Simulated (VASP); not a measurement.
# NaI (rock salt type) (Fm-3m) in VASP: a series of runs

Runs on NaI (rock salt type). Level: HSE06. Tasks: single point.

All numbers are computed with VASP 6.6.1; they aren't measurements. Logs are shortened: lines on timing, memory, paths and dates and some standing lists are left out, and cuts for length are marked.

## 1. The cell of the first run

The structure is cubic, space group Fm-3m (No. 225). The conventional cell has a = 6.552 Å, b = 6.552 Å, c = 6.552 Å, α = 90.00°, β = 90.00°, γ = 90.00°. Na (site symmetry m-3m) has 6 I at 3.28 Å within 4.3 Å. I (site symmetry m-3m) has 6 Na at 3.28 Å within 4.3 Å.

## 2. Single point, HSE06

File POSCAR:

```
NaI
1.0
    0.0000000000      3.2758472558      3.2758472558
    3.2758472558      0.0000000000      3.2758472558
    3.2758472558      3.2758472558      0.0000000000
Na I
1 1
Direct
    0.0000000000      0.0000000000      0.0000000000
    0.5000000000      0.5000000000      0.5000000000
```

File INCAR.step1:

```
SYSTEM = NaI
PREC = Accurate ; ENCUT = 520
EDIFF = 1E-5 ; ISMEAR = -1
SIGMA = 0.05 ; LREAL = .FALSE.
LASPH = .TRUE. ; NELM = 100
ALGO = Normal ; ISIF = 2
LWAVE = .TRUE. ; LCHARG = .FALSE.
NBANDS = 14 ; GGA = PE
```

File INCAR.step2:

```
SYSTEM = NaI
PREC = Accurate ; ENCUT = 520
EDIFF = 1E-6 ; ISMEAR = -1
SIGMA = 0.05 ; LREAL = .FALSE.
LASPH = .TRUE. ; NELM = 100
ALGO = Normal ; ISIF = 2
LWAVE = .FALSE. ; LCHARG = .FALSE.
GGA = PE ; LHFCALC = .TRUE.
HFSCREEN = 0.2079 ; PRECFOCK = Normal
NBANDS = 14 ; ISTART = 1
```

File KPOINTS:

```
regular mesh
0
G
  4 4 4
  0 0 0
```

Potentials or basis: VASP PAW PBE potentials, release 64 (Na_pv, I).

On the command line:

```sh
> cat potpaw_PBE.64/Na_pv/POTCAR potpaw_PBE.64/I/POTCAR > POTCAR
> cp INCAR.step1 INCAR
> mpirun -np 1 vasp_std > vasp.out
> cp INCAR.step2 INCAR
> mpirun -np 1 vasp_std > vasp.out
```

OUTCAR:

```text
SYSTEM = NaI
   PREC = Accurate
   ENCUT = 520
   EDIFF = 1E-6
   ISMEAR = -1
   LREAL = .FALSE.
   LASPH = .TRUE.
   NELM = 100
   ISIF = 2
   GGA = PE
   LHFCALC = .TRUE.
   HFSCREEN = 0.2079
   PRECFOCK = Normal
   ISTART = 1

 ion  position               nearest neighbor table
   1  0.000  0.000  0.000-
   2  0.500  0.500  0.500-

  LATTYP: Found a face centered cubic cell.
 ALAT       =     6.5516945116

  Lattice vectors:

 A1 = (   0.0000000000,   3.2758472558,   3.2758472558)
 A2 = (   3.2758472558,   0.0000000000,   3.2758472558)
 A3 = (   3.2758472558,   3.2758472558,   0.0000000000)

Analysis of symmetry for initial positions (statically):
=====================================================================
 Subroutine PRICEL returns:
 Original cell was already a primitive cell.

 Routine SETGRP: Setting up the symmetry group for a
 face centered cubic supercell.

 Subroutine GETGRP returns: Found 48 space group operations
 (whereof 48 operations were pure point group operations)
 out of a pool of 48 trial point group operations.

The static configuration has the point symmetry O_h .

Analysis of symmetry for dynamics (positions and initial velocities):
=====================================================================
 Subroutine PRICEL returns:
 Original cell was already a primitive cell.

 Routine SETGRP: Setting up the symmetry group for a
 face centered cubic supercell.

 Subroutine GETGRP returns: Found 48 space group operations
 (whereof 48 operations were pure point group operations)
 out of a pool of 48 trial point group operations.

The dynamic configuration has the point symmetry O_h .

 Subroutine INISYM returns: Found 48 space group operations
 (whereof 48 operations are pure point group operations),
 and found     1 'primitive' translations

----------------------------------------------------------------------------------------

                                     Primitive cell

  volume of cell :      70.3074

  direct lattice vectors                    reciprocal lattice vectors
     0.000000000  3.275847256  3.275847256    -0.152632269  0.152632269  0.152632269
     3.275847256  0.000000000  3.275847256     0.152632269 -0.152632269  0.152632269
     3.275847256  3.275847256  0.000000000     0.152632269  0.152632269 -0.152632269

  length of vectors
     4.632747617  4.632747617  4.632747617     0.264366845  0.264366845  0.264366845

  position of ions in fractional coordinates (direct lattice)
     0.000000000  0.000000000  0.000000000
     0.500000000  0.500000000  0.500000000

  ion indices of the primitive-cell ions
   primitive index   ion index
                 1           1
                 2           2

----------------------------------------------------------------------------------------

 KPOINTS: regular mesh

Automatic generation of k-mesh.
 Grid dimensions read from file:
 generate k-points for:    4    4    4

 Generating k-lattice:

  Cartesian coordinates                     Fractional coordinates (reciprocal lattice)
    -0.038158067  0.038158067  0.038158067     0.250000000  0.000000000  0.000000000
     0.038158067 -0.038158067  0.038158067     0.000000000  0.250000000  0.000000000
     0.038158067  0.038158067 -0.038158067     0.000000000  0.000000000  0.250000000

  Length of vectors
     0.066091711  0.066091711  0.066091711

  Shift w.r.t. Gamma in fractional coordinates (k-lattice)
     0.000000000  0.000000000  0.000000000

 Subroutine IBZKPT returns following result:
 ===========================================

 Found      8 irreducible k-points:

 Following reciprocal coordinates:
            Coordinates               Weight
  0.000000  0.000000  0.000000      1.000000
  0.250000  0.000000  0.000000      8.000000
  0.500000  0.000000  0.000000      4.000000
  0.250000  0.250000  0.000000      6.000000
  0.500000  0.250000  0.000000     24.000000
 -0.250000  0.250000  0.000000     12.000000
  0.500000  0.500000  0.000000      3.000000
 -0.250000  0.500000  0.250000      6.000000
   k-points           NKPTS =      8   k-points in BZ     NKDIM =     64   number of bands    NBANDS=     14
   number of dos      NEDOS =    301   number of ions     NIONS =      2
   total plane-waves  NPLWV =  46656
   dimension x,y,z NGX =    36 NGY =   36 NGZ =   36
   dimension x,y,z NGXF=    72 NGYF=   72 NGZF=   72
   ions per type =               1   1
   NGX,Y,Z   is equivalent  to a cutoff of  12.92, 12.92, 12.92 a.u.
   NGXF,Y,Z  is equivalent  to a cutoff of  25.84, 25.84, 25.84 a.u.
 SYSTEM =  NaI
   PREC   = accura    normal or accurate (medium, high low for compatibility)
   ISTART =      1    job   : 0-new  1-cont  2-samecut
   ICHARG =      0    charge: 1-file 2-atom 10-const
   ISPIN  =      1    spin polarized calculation?
   LNONCOLLINEAR =      F non collinear calculations
   LSORBIT =      F    spin-orbit coupling
   LASPH  =      T    aspherical Exc in radial PAW
   ENCUT  =  520.0 eV  38.22 Ry    6.18 a.u.   8.61  8.61  8.61*2*pi/ulx,y,z
   NELM   =    100;   NELMIN=  2; NELMDL=  0     # of ELM steps
   EDIFF  = 0.1E-05   stopping-criterion for ELM
   LREAL  =      F    real-space projection
   EDIFFG = 0.1E-04   stopping-criterion for IOM
   NSW    =      0    number of steps for IOM
   IBRION =     -1    ionic relax: 0-MD 1-quasi-New 2-CG
   NFREE  =      0    steps in history (QN), initial steepest desc. (CG)
   ISIF   =      2    stress and relaxation
   ISYM   =      3    0-nonsym 1-usesym 2-fastsym
   POTIM  = 0.5000    time-step for ionic-motion
   TEBEG  =    0.0;   TEEND  =   0.0 temperature during run
   PSTRESS=    0.0 pullay stress
   NELECT =      14.0000    total number of electrons
   NUPDOWN=      -1.0000    fix difference up-down
   EMIN   =  10.00;   EMAX   =-10.00  energy-range for DOS
   EFERMI =   0.00;   METHOD = LEGACY
   ISMEAR =    -1;   SIGMA  =   0.05  broadening in eV -4-tet -1-fermi 0-gaus
   EFERMI_NEDOS =   21; number of points for ismear=-14 and -15
   IALGO  =     38    algorithm
   IMIX   =      1    mixing-type and parameters
     AMIX     =   0.40;   BMIX     =  1.00
     AMIX_MAG =   1.60;   BMIX_MAG =  1.00
  volume/ion in A,a.u.               =      35.15       237.23
  Fermi-wavevector in a.u.,A,eV,Ry     =   0.955984  1.806547 12.434433  0.913905
  Thomas-Fermi vector in A             =   2.084871
   LORBIT       =      0    0 simple, 1 ext, 2 COOP (PROOUT), +10 PAW based schemes
   GGA     = PE    functional components
   LHFCALC =     T    Hartree Fock is set to
   PRECFOCK=normal    Normal, Fast or Accurate (Low or Medium for compatibility)
   ENCUT4O =  -1.0   cutoff for four orbital integrals eV
   NKREDX  =     1    reduce k-point grid by
   NKREDY  =     1    reduce k-point grid by
   NKREDZ  =     1    reduce k-point grid by
   AEXX    =    0.2500 exact exchange contribution
   HFSCREEN=    0.2079 screening length (either q_TF or 0.3 A-1)
   HFSCREENC=   0.2079 screening length for correlation (either q_TF or 0.3 A-1)
   ENCUTFOCK=  -1.0 apply spherical cutoff to Coloumb kernel
   IVDW    =     0    specifies the selected vdW correction
   LEPSILON=     F    determine dielectric tensor
   LRPA    =     F    only Hartree local field effects (RPA)
 non-spin polarized calculation
  energy-cutoff  :      520.00
  volume of cell :       70.31
 maximum number of plane-waves:      1924
 NGX is ok and might be reduce to    36
  NGX = 28; NGY = 28; NGZ = 28

 number of electron      13.9999996 magnetization

 Free energy of the ion-electron system (eV)
  ---------------------------------------------------
  ext. energy  EPLUGINS =         0.00000000
  ---------------------------------------------------
  free energy    TOTEN  =        -6.25416486 eV

  energy without entropy =       -6.25416486  energy(sigma->0) =       -6.25416486

 E-fermi :   0.9603     XC(G=0):  -6.3422

 val. band max:       -0.1500094403   @ k =   0.0000   0.0000   0.0000
 cond. band min:       4.4029737323   @ k =   0.0000   0.0000   0.0000
 fundamental gap:      4.5529831726
 Fermi energy:         0.9602807531

 k-point     1 :       0.0000    0.0000    0.0000
  band No.  band energies     occupation
      1     -24.9931      2.00000
      2     -24.9931      2.00000
      3     -24.9931      2.00000
      4     -12.0123      2.00000
      5      -0.1500      2.00000
      6      -0.1500      2.00000
      7      -0.1500      2.00000
      8       4.4030      0.00000
      9       8.8523      0.00000
     10       8.8523      0.00000
     11       8.8523      0.00000
     12      10.7314      0.00000
     13      10.7314      0.00000
     14      11.3376      0.00000

 k-point     2 :       0.2500    0.0000    0.0000
  band No.  band energies     occupation
      1     -24.9952      2.00000
      2     -24.9931      2.00000
      3     -24.9931      2.00000
      4     -11.8590      2.00000
      5      -1.4208      2.00000
      6      -0.2954      2.00000
      7      -0.2954      2.00000
      8       5.6983      0.00000
      9       8.3558      0.00000
     10       8.8849      0.00000
     11       8.8849      0.00000
     12      10.4997      0.00000
     13      10.4997      0.00000
     14      11.3779      0.00000

 k-point     3 :       0.5000    0.0000    0.0000
  band No.  band energies     occupation
      1     -24.9972      2.00000
      2     -24.9932      2.00000
      3     -24.9932      2.00000
      4     -11.6936      2.00000
      5      -2.3397      2.00000
      6      -0.4301      2.00000
      7      -0.4301      2.00000
      8       5.9036      0.00000
      9       8.3480      0.00000
     10       8.3480      0.00000
     11       9.5968      0.00000
     12      11.2225      0.00000
     13      13.2757      0.00000
     14      13.2757      0.00000

 k-point     4 :       0.2500    0.2500    0.0000
  band No.  band energies     occupation
      1     -24.9947      2.00000
      2     -24.9937      2.00000
      3     -24.9937      2.00000
      4     -11.8134      2.00000
      5      -1.3501      2.00000
      6      -0.5535      2.00000
      7      -0.5535      2.00000
      8       6.0689      0.00000
      9       7.2328      0.00000
     10       8.4506      0.00000
     11      10.1280      0.00000
     12      10.1280      0.00000
     13      11.4310      0.00000
     14      13.9763      0.00000

 k-point     5 :       0.5000    0.2500    0.0000
  band No.  band energies     occupation
      1     -24.9963      2.00000
      2     -24.9943      2.00000
      3     -24.9938      2.00000
      4     -11.6538      2.00000
      5      -1.9660      2.00000
      6      -1.0650      2.00000
      7      -0.6784      2.00000
      8       6.3323      0.00000
      9       7.5464      0.00000
     10       8.6976      0.00000
     11       9.6206      0.00000
     12      11.6278      0.00000
     13      13.3676      0.00000
     14      13.8112      0.00000

 k-point     6 :      -0.2500    0.2500    0.0000
  band No.  band energies     occupation
      1     -24.9959      2.00000
      2     -24.9946      2.00000
      3     -24.9932      2.00000
      4     -11.7029      2.00000
      5      -1.8197      2.00000
      6      -1.1099      2.00000
      7      -0.4359      2.00000
      8       7.0393      0.00000
      9       7.7005      0.00000
     10       8.2257      0.00000
     11       9.0682      0.00000
     12      10.5166      0.00000
     13      12.7580      0.00000
     14      13.7969      0.00000

 k-point     7 :       0.5000    0.5000    0.0000
  band No.  band energies     occupation
      1     -24.9964      2.00000
      2     -24.9944      2.00000
      3     -24.9944      2.00000
      4     -11.6119      2.00000
      5      -2.0717      2.00000
      6      -0.9001      2.00000
      7      -0.9001      2.00000
      8       5.3484      0.00000
      9       6.4168      0.00000
     10      10.6898      0.00000
     11      12.2267      0.00000
     12      12.2267      0.00000
     13      12.6042      0.00000
     14      14.2522      0.00000

 k-point     8 :      -0.2500    0.5000    0.2500
  band No.  band energies     occupation
      1     -24.9954      2.00000
      2     -24.9954      2.00000
      3     -24.9944      2.00000
      4     -11.6043      2.00000
      5      -1.5598      2.00000
      6      -1.5598      2.00000
      7      -1.0639      2.00000
      8       6.6722      0.00000
      9       8.3303      0.00000
     10       8.3303      0.00000
     11       8.8062      0.00000
     12      12.9205      0.00000
     13      12.9205      0.00000
     14      13.6734      0.00000

------------------------ aborting loop because EDIFF is reached ----------------------------------------

  FORCE on cell =-STRESS in cart. coord.  units (eV):
  Direction    XX          YY          ZZ          XY          YZ          ZX
  --------------------------------------------------------------------------------------
  -------------------------------------------------------------------------------------
  Total       -0.1706871     -0.1706871     -0.1706871      0.0000000      0.0000000     -0.0000000
  in kB       -3.8896496     -3.8896496     -3.8896496      0.0000000      0.0000000     -0.0000000
  external PRESSURE =      -3.8896496 kB  Pullay stress =       0.0000000 kB

 VOLUME and BASIS-vectors are now :
 -----------------------------------------------------------------------------
  energy-cutoff  :      520.00
  volume of cell :       70.31
      direct lattice vectors                 reciprocal lattice vectors
     0.000000000  3.275847256  3.275847256    -0.152632269  0.152632269  0.152632269
     3.275847256  0.000000000  3.275847256     0.152632269 -0.152632269  0.152632269
     3.275847256  3.275847256  0.000000000     0.152632269  0.152632269 -0.152632269

 POSITION                                       TOTAL-FORCE (eV/Angst)
 -----------------------------------------------------------------------------------
      0.00000      0.00000      0.00000         0.000000     -0.000000     -0.000000
      3.27585      3.27585      3.27585        -0.000000      0.000000      0.000000
 -----------------------------------------------------------------------------------
    total drift:                               -0.000000     -0.000000     -0.000000

  FREE ENERGIE OF THE ION-ELECTRON SYSTEM (eV)
  ---------------------------------------------------
  free  energy   TOTEN  =        -6.2541648563 eV

  energy  without entropy=       -6.2541648563  energy(sigma->0) =       -6.25416486
```

Run time: 3.9 min. Hardware: 1 thread of Intel Xeon 6975P-C (Granite Rapids), shared host; peak memory 0.31 GiB.

Results:

```yaml
Free_energy: -6.2542 eV
Pressure: -0.4 GPa
Band_gap_on_the_k_mesh: 4.55 eV
```

Caveat: the PAW data sets were made with another functional, which shifts forces and pressure a little; spin-orbit coupling is left out, which moves the levels of the heavy elements.

[end of part 1 of 2]
